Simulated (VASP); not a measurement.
A run of VASP 6.6.1 is set up as follows.

File INCAR:

```
SYSTEM = CsSi2
PREC = Accurate
ENCUT = 520
EDIFF = 1E-7
ISMEAR = 0
SIGMA = 0.1
LREAL = .False.
LASPH = .True.
NELM = 100
ALGO = Normal
ISIF = 2
LWAVE = .False.
LCHARG = .True.
GGA = PE
LELF = .True.
LVHAR = .True.
NBANDS = 16
```

Contents of KPOINTS:

```
Automatic mesh
0
Gamma
  9 9 10
  0 0 0
```

File POSCAR:

```
CsSi2
1.0
    6.3715665384      0.0000000000      0.0000000000
   -3.1857832692      5.5179384841      0.0000000000
    0.0000000000      0.0000000000      4.4786632619
Cs Si
1 2
Direct
    0.3333333333      0.6666666667      0.0000000000
    0.0000000000      0.0000000000      0.2503874525
    0.0000000000      0.0000000000      0.7496125475
```

Potentials or basis: VASP PAW PBE potentials, release 64 (Cs_sv, Si).

Launch:

```console
$ cat potpaw_PBE.64/Cs_sv/POTCAR potpaw_PBE.64/Si/POTCAR > POTCAR
$ mpirun -np 1 vasp_std > vasp.out
```

**Question.** Estimate the pressure.

**Answer.** 0.0 GPa.

**Question.** What does it give for the band gap on the k mesh?

**Answer.** Zero (an odd number of electrons rules out a gap without spin polarisation).

Caveat: spin-orbit coupling is left out, which moves the levels of the heavy elements.
